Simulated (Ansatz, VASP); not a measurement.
**Rh: VASP beside Ansatz**

```xyz
7
Lattice="2.6543 0.0000 0.0000 0.0000 2.6543 0.0000 0.0000 0.0000 26.2611" Properties=species:S:1:pos:R:3 pbc="T T T"
Rh    1.3271    1.3271    7.5000
Rh    0.0000    0.0000    9.3768
Rh    1.3271    1.3271   11.2537
Rh    0.0000    0.0000   13.1305
Rh    1.3271    1.3271   15.0074
Rh    0.0000    0.0000   16.8842
Rh    1.3271    1.3271   18.7611
```

Alike in both runs: task single point; functional LDA; k mesh 13 × 13 × 1; occupations gaussian, width 0.1 eV; no spin polarisation.

|  | VASP | Ansatz |
| --- | --- | --- |
| version | VASP 6.6.1 | Ansatz 0.2.0 |
| potentials or method | VASP PAW LDA potentials, release 64 (Rh_pv), cutoff 520 eV | scalar-relativistic, plane waves, PAW |
| valence electrons in the cell | 105 | 119 |

```tsv
	VASP	Ansatz	Ansatz less VASP
gap on the k mesh at the Fermi level (eV)	none	none	-
rms of the force components (eV/Å)	0.264	0.273	+0.0094
work function, face that differs most (eV)	5.45	5.46	+0.001
```

LDA's correlation is that of Perdew and Zunger in VASP and of Perdew and Wang (1992) in Ansatz. Atom by atom the forces differ by 0.013 eV/Å (rms over components). A gap of «none» marks a metal or a gap that the smearing closes. VASP's potentials hold 105 valence electrons a cell and Ansatz's 119, so a difference there can come from the potentials and not from the codes. Ansatz's warnings: xc potential rough in thin density.
